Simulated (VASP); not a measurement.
Crystal: Fe.

```
Fe
1.0
     2.86650    0.00000    0.00000
     0.00000    2.86650    0.00000
     0.00000    0.00000    2.86650
Fe
2
Direct
  0.00000 0.00000 0.00000
  0.50000 0.50000 0.50000
```

| Property | Result |
| --- | --- |
| Program | VASP 6.6.1 |
| Task | relaxation of cell and atoms |
| Functional | revPBE |
| Potentials or basis | VASP PAW PBE potentials, release 64 (Fe) |
| Cutoff | 600 eV |
| k mesh | 11 × 11 × 11 |
| Occupations | fermi-dirac, width 0.05 eV |
| Spin | collinear spin, antiferromagnetic start |
| Starting moments | [2.5, -2.5] μB |

At the start: pressure -5.6 GPa; volume 11.78 Å³/atom.

Question: Where does the relaxation end?

Answer: Over 3 steps the energy falls by 11.2 meV/atom and the volume is 11.20 Å³/atom (-4.9 %); space group Im-3m (No. 229, to 0.05 Å); moment 0.00 μB per cell.

Step by step:
```
step  energy change (eV)  largest force (eV/Å)  pressure (GPa)  volume (Å³)
   1              0.0000                0.0000           -5.63        23.55
   2             -0.0213                0.0000            1.48        22.17
   3             -0.0223                0.0000            0.03        22.39
```

Final structure:
```
CELL_PARAMETERS angstrom
2.81860 0.00000 0.00000
0.00000 2.81860 0.00000
0.00000 0.00000 2.81860
ATOMIC_POSITIONS crystal
Fe 0.00000 0.00000 0.00000
Fe 0.50000 0.50000 0.50000
```

Caveat: the PAW data sets were made with another functional, which shifts forces and pressure a little.
